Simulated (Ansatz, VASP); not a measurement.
# PbS in VASP and in Ansatz

The input POSCAR:

```
PbS
1.0
    0.0000000000      3.1595040000      3.1595040000
    2.9650000000      0.1945040000      2.9650000000
    2.9650000000      2.9650000000      0.1945040000
Pb S
1 1
Direct
    0.0000000000      0.0000000000      0.0000000000
    0.5000000000      0.5000000000      0.5000000000
```

INCAR.step1

```
ALGO = Normal
EDIFF = 1E-4
ENCUT = 520
GGA = PE
ISMEAR = 0
LASPH = True
LCHARG = False
LREAL = False
LWAVE = True
NBANDS = 17
NELM = 100
PREC = Accurate
SIGMA = 0.05
```

INCAR.step2

```
ALGO = Normal
EDIFF = 1E-6
ENCUT = 520
ISIF = 2
ISMEAR = 0
ISTART = 1
LASPH = True
LCHARG = False
LMIXTAU = True
LREAL = False
LWAVE = False
METAGGA = R2SCAN
NBANDS = 17
NELM = 100
PREC = Accurate
SIGMA = 0.05
```

Contents of KPOINTS:

```
k-points
0
Gamma
  8 8 8
```

Input for Ansatz:

```yaml
crystal:
  lattice:
    - [0.0, 3.159504, 3.159504]
    - [2.965, 0.194504, 2.965]
    - [2.965, 2.965, 0.194504]
  atoms:
    - { symbol: Pb, position: [0.0, 0.0, 0.0] }
    - { symbol: S, position: [0.5, 0.5, 0.5] }
basis:
  ecutwfc: 500
kpoints:
  mp_grid: { grid: [8, 8, 8] }
hamiltonian:
  xc: r2scan
scf:
  occupations: { method: gaussian, width: 0.05 }
output:
  forces: true
  stress: true
  eigenvalues: true
```

Change from the starting cell: strain +0.1312 x Voigt [0, 0, 0, 1, 0, 0], atoms carried along.

Alike in both runs: task single point; functional r2SCAN; k mesh 8 × 8 × 8; occupations gaussian, width 0.05 eV; no spin polarisation.

|  | VASP | Ansatz |
| --- | --- | --- |
| version | VASP 6.6.1 | Ansatz 0.2.0 |
| potentials or method | VASP PAW PBE potentials, release 64 (Pb_d, S), cutoff 520 eV | scalar-relativistic, plane waves, PAW |
| valence electrons in the cell | 20 | 20 |

|  | VASP | Ansatz | Ansatz less VASP |
| --- | --- | --- | --- |
| gap on the k mesh at the Fermi level (eV) | none | none | - |
| pressure (GPa) | 1.2 | 1.2 | +0.02 |
| traceless stress, the component that is largest in VASP (GPa) | -2.60 | -2.60 | +0.001 |

VASP's potentials were made for PBE, not for r2SCAN. A gap of «none» marks a metal or a gap that the smearing closes.

Spin-orbit coupling is off throughout.
